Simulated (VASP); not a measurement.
# BiB (F-43m) in VASP: settings compared

BiB is run at these levels: PBEsol, LDA, r2SCAN; tasks: relaxation of cell and atoms.

Program: VASP 6.6.1. These are calculated values, not measurements. Logs are shortened: lines on timing, memory, paths and dates and some standing lists are left out, and cuts for length are marked.

### 1 The cell of the first run

Symmetry: F-43m, No. 216, cubic system. Conventional cell: a = 5.520 Å, b = 5.520 Å, c = 5.520 Å, α = 90.00°, β = 90.00°, γ = 90.00°. B (site symmetry -43m) has 4 Bi at 2.39 Å within 3.2 Å. Within 3.2 Å of Bi (site symmetry -43m) lie 4 B at 2.39 Å.

### 2 Relaxation of cell and atoms, PBEsol

Contents of INCAR:

```
SYSTEM = BiB
ALGO = Normal
EDIFF = 1E-6
EDIFFG = -0.005
ENCUT = 600
GGA = PS
IBRION = 2
ISIF = 3
ISMEAR = -1
LASPH = .TRUE.
LCHARG = .FALSE.
LREAL = .FALSE.
LWAVE = .FALSE.
NELM = 80
NSW = 80
PREC = Accurate
SIGMA = 0.02
```

Contents of KPOINTS:

```
k-points
0
G
  8 8 8
  0 0 0
```

Contents of POSCAR:

```
BiB
1.0
    0.0000000000      2.7600269748      2.7600269748
    2.7600269748      0.0000000000      2.7600269748
    2.7600269748      2.7600269748      0.0000000000
B Bi
1 1
Direct
    0.0000000000      0.0000000000      0.0000000000
    0.2500000000      0.2500000000      0.2500000000
```

Potentials or basis: VASP PAW PBE potentials, release 64 (B, Bi_d).

The run is started by

```sh
$ cat potpaw_PBE.64/B/POTCAR potpaw_PBE.64/Bi_d/POTCAR > POTCAR
$ mpirun -np 1 vasp_std > vasp.out
```

OUTCAR:

```text
SYSTEM = BiB
   EDIFF = 1E-6
   EDIFFG = -0.005
   ENCUT = 600
   GGA = PS
   IBRION = 2
   ISIF = 3
   ISMEAR = -1
   LASPH = .TRUE.
   LREAL = .FALSE.
   NELM = 80
   NSW = 80
   PREC = Accurate

 ion  position               nearest neighbor table
   1  0.000  0.000  0.000-   2 2.39   2 2.39   2 2.39   2 2.39
   2  0.250  0.250  0.250-   1 2.39   1 2.39   1 2.39   1 2.39

  LATTYP: Found a face centered cubic cell.
 ALAT       =     5.5200539496

  Lattice vectors:

 A1 = (   0.0000000000,   2.7600269748,   2.7600269748)
 A2 = (   2.7600269748,   0.0000000000,   2.7600269748)
 A3 = (   2.7600269748,   2.7600269748,   0.0000000000)

Analysis of symmetry for initial positions (statically):
=====================================================================
 Subroutine PRICEL returns:
 Original cell was already a primitive cell.

 Routine SETGRP: Setting up the symmetry group for a
 face centered cubic supercell.

 Subroutine GETGRP returns: Found 24 space group operations
 (whereof 24 operations were pure point group operations)
 out of a pool of 48 trial point group operations.

The static configuration has the point symmetry T_d .

Analysis of symmetry for dynamics (positions and initial velocities):
=====================================================================
 Subroutine PRICEL returns:
 Original cell was already a primitive cell.

 Routine SETGRP: Setting up the symmetry group for a
 face centered cubic supercell.

 Subroutine GETGRP returns: Found 24 space group operations
 (whereof 24 operations were pure point group operations)
 out of a pool of 48 trial point group operations.

The dynamic configuration has the point symmetry T_d .

 Subroutine INISYM returns: Found 24 space group operations
 (whereof 24 operations are pure point group operations),
 and found     1 'primitive' translations

----------------------------------------------------------------------------------------

                                     Primitive cell

  volume of cell :      42.0504

  direct lattice vectors                    reciprocal lattice vectors
     0.000000000  2.760026975  2.760026975    -0.181157650  0.181157650  0.181157650
     2.760026975  0.000000000  2.760026975     0.181157650 -0.181157650  0.181157650
     2.760026975  2.760026975  0.000000000     0.181157650  0.181157650 -0.181157650

  length of vectors
     3.903267580  3.903267580  3.903267580     0.313774254  0.313774254  0.313774254

[... 101 lines left out ...]
  volume/ion in A,a.u.               =      21.03       141.89
  Fermi-wavevector in a.u.,A,eV,Ry     =   1.233793  2.331531 20.711407  1.522245
  Thomas-Fermi vector in A             =   2.368509
   LORBIT       =      0    0 simple, 1 ext, 2 COOP (PROOUT), +10 PAW based schemes
   GGA     = PS    functional components
   LHFCALC =     F    Hartree Fock is set to
   AEXX    =    0.0000 exact exchange contribution
   IVDW    =     0    specifies the selected vdW correction
   LEPSILON=     F    determine dielectric tensor
   LRPA    =     F    only Hartree local field effects (RPA)
 conjugate gradient relaxation of ions
 non-spin polarized calculation
  energy-cutoff  :      600.00
  volume of cell :       42.05
 maximum number of plane-waves:      1424
   NGX = 15   NGY = 15   NGZ = 15

--------------------------------------- Ionic step        1  -------------------------------------------

 number of electron      17.9999997 magnetization

 Free energy of the ion-electron system (eV)
  ---------------------------------------------------
  ext. energy  EPLUGINS =         0.00000000
  ---------------------------------------------------
  free energy    TOTEN  =        -9.74889027 eV

  energy without entropy =       -9.74887309  energy(sigma->0) =       -9.74888168

------------------------ aborting loop because EDIFF is reached ----------------------------------------

  FORCE on cell =-STRESS in cart. coord.  units (eV):
  Direction    XX          YY          ZZ          XY          YZ          ZX
  --------------------------------------------------------------------------------------
  -------------------------------------------------------------------------------------
  Total       -0.7141222     -0.7141222     -0.7141222      0.0000000      0.0000000     -0.0000000
  in kB      -27.2090363    -27.2090363    -27.2090363      0.0000000      0.0000000     -0.0000000
  external PRESSURE =     -27.2090363 kB  Pullay stress =       0.0000000 kB
[... 59 lines left out ...]
--------------------------------------- Ionic step        3  -------------------------------------------

 number of electron      18.0000003 magnetization

 Free energy of the ion-electron system (eV)
  ---------------------------------------------------
  ext. energy  EPLUGINS =         0.00000000
  ---------------------------------------------------
  free energy    TOTEN  =        -9.76182821 eV

  energy without entropy =       -9.76182812  energy(sigma->0) =       -9.76182816

 E-fermi :   7.4690     XC(G=0): -10.2943

 val. band max:        7.2476612218   @ k =   0.0000   0.0000   0.0000
 cond. band min:       7.6932583362   @ k =   0.0000   0.0000   0.0000
 fundamental gap:      0.4455971144
 Fermi energy:         7.4690272927

 k-point     1 :       0.0000    0.0000    0.0000
  band No.  band energies     occupation
      1     -15.8673      2.00000
      2     -15.8673      2.00000
      3     -15.8673      2.00000
      4     -15.7752      2.00000
      5     -15.7752      2.00000
      6      -7.0845      2.00000
      7       7.2477      1.99997
      8       7.2477      1.99997
      9       7.2477      1.99997
     10       7.6933      0.00003
     11      10.0390      0.00000
     12      10.0390      0.00000
     13      10.0390      0.00000
[... 354 lines left out ...]
  band No.  band energies     occupation
      1     -15.8599      2.00000
      2     -15.8353      2.00000
      3     -15.8091      2.00000
      4     -15.7728      2.00000
      5     -15.7576      2.00000
      6      -4.5485      2.00000
      7      -0.2771      2.00000
      8       3.1243      2.00000
      9       4.6008      2.00000
     10       9.5461      0.00000
     11      10.7189      0.00000
     12      12.5325      0.00000
     13      14.1781      0.00000

 [... further k-points ...]

------------------------ aborting loop because EDIFF is reached ----------------------------------------

  FORCE on cell =-STRESS in cart. coord.  units (eV):
  Direction    XX          YY          ZZ          XY          YZ          ZX
  --------------------------------------------------------------------------------------
  -------------------------------------------------------------------------------------
  Total        0.0002131      0.0002131      0.0002131     -0.0000000     -0.0000000     -0.0000000
  in kB        0.0084147      0.0084147      0.0084147     -0.0000000     -0.0000000     -0.0000000
  external PRESSURE =       0.0084147 kB  Pullay stress =       0.0000000 kB
[... 17 lines left out ...]
  FREE ENERGIE OF THE ION-ELECTRON SYSTEM (eV)
  ---------------------------------------------------
  free  energy   TOTEN  =        -9.7618282054 eV

  energy  without entropy=       -9.7618281151  energy(sigma->0) =       -9.76182816

 reached required accuracy - stopping structural energy minimisation
```

Run time: 50 s. Hardware: 1 thread of Intel Xeon 8259CL, shared host; peak memory 0.2 GiB.

Results:

- Free energy: -9.7618 eV
- Relaxed volume: 20.29 Å³/atom
- Relaxed cell: a = 3.857 Å, b = 3.857 Å, c = 3.857 Å, α = 60.00°, β = 60.00°, γ = 60.00°
- Space group after relaxing (to 0.1 Å): F-43m (No. 216)
- Energy gained by relaxing: 6.5 meV/atom
- Ionic steps: 3
- Pressure after relaxing: 0.0 GPa
- Band gap on the k mesh: 0.45 eV

Step by step:
```csv
step,energy change (eV),largest force (eV/Å),pressure (GPa),volume (Å³)
1,0.0000,0.0000,-2.72,42.05
2,-0.0101,0.0000,1.42,39.91
3,-0.0129,0.0000,0.00,40.57
```

Final structure:
```cif
data_structure
_symmetry_space_group_name_H-M 'P 1'
_symmetry_Int_Tables_number 1
_cell_length_a 3.8570
_cell_length_b 3.8570
_cell_length_c 3.8570
_cell_angle_alpha 60.000
_cell_angle_beta 60.000
_cell_angle_gamma 60.000
_cell_volume 40.57
loop_
_atom_site_label
_atom_site_type_symbol
_atom_site_fract_x
_atom_site_fract_y
_atom_site_fract_z
_atom_site_occupancy
B1 B 0.00000 0.00000 0.00000 1
Bi1 Bi 0.25000 0.25000 0.25000 1
```

Caveat: the PAW data sets were made with another functional, which shifts forces and pressure a little; spin-orbit coupling is left out, which moves the levels of the heavy elements.

### 3 Relaxation of cell and atoms, LDA

INCAR: that of step 2 with these lines changed.

```diff
@@ -5,3 +5,2 @@
 ENCUT = 600
-GGA = PS
 IBRION = 2
@@ -13,3 +12,3 @@
 LWAVE = .FALSE.
-NELM = 80
+NELM = 60
 NSW = 80
```

KPOINTS is that of step 2.

POSCAR is that of step 2.

Potentials or basis: VASP PAW LDA potentials, release 64 (B, Bi_d).

The run is started by

```sh
$ cat potpaw_LDA.64/B/POTCAR potpaw_LDA.64/Bi_d/POTCAR > POTCAR
$ mpirun -np 1 vasp_std > vasp.out
```

It took 46 s on 1 thread of Intel Xeon 8259CL, shared host; peak memory 0.18 GiB.

Results (log left out):

| Item | Value |
| --- | --- |
| Free energy | -10.4290 eV |
| Relaxed volume | 19.82 Å³/atom |
| Relaxed cell | a = 3.827 Å, b = 3.827 Å, c = 3.827 Å, α = 60.00°, β = 60.00°, γ = 60.00° |
| Space group after relaxing (to 0.1 Å) | F-43m (No. 216) |
| Energy gained by relaxing | 18.0 meV/atom |
| Ionic steps | 3 |
| Pressure after relaxing | 0.0 GPa |
| Band gap on the k mesh | 0.60 eV (least direct gap 0.69 eV) |

Step by step:
| step | energy change (eV) | largest force (eV/Å) | pressure (GPa) | volume (Å³) |
| --- | --- | --- | --- | --- |
| 1 | 0.0000 | 0.0000 | -4.53 | 42.05 |
| 2 | -0.0271 | 0.0000 | 2.64 | 38.53 |
| 3 | -0.0359 | 0.0000 | -0.01 | 39.64 |

Final structure:
```yaml
crystal:
  lattice:
    - [0.00000, 2.70628, 2.70628]
    - [2.70628, 0.00000, 2.70628]
    - [2.70628, 2.70628, 0.00000]
  atoms:
    - { symbol: B, position: [0.00000, 0.00000, 0.00000] }
    - { symbol: Bi, position: [0.25000, 0.25000, 0.25000] }
```

Levels at points of the mesh, in eV from the valence-band top:
```csv
k point,band 6,band 7,band 8,band 9,band 10,band 11,band 12,band 13
"(0.00, 0.00, 0.00)",-14.48,0.00,0.00,0.00,0.69,2.82,2.82,2.82
"(0.50, 0.00, 0.00)",-12.29,-7.91,-1.68,-1.68,0.60,4.20,4.20,5.89
"(0.50, 0.50, 0.00)",-11.32,-7.94,-3.64,-3.64,0.83,0.89,8.36,8.85
```

Caveat: spin-orbit coupling is left out, which moves the levels of the heavy elements.

(Continued in part 2 of 2.)
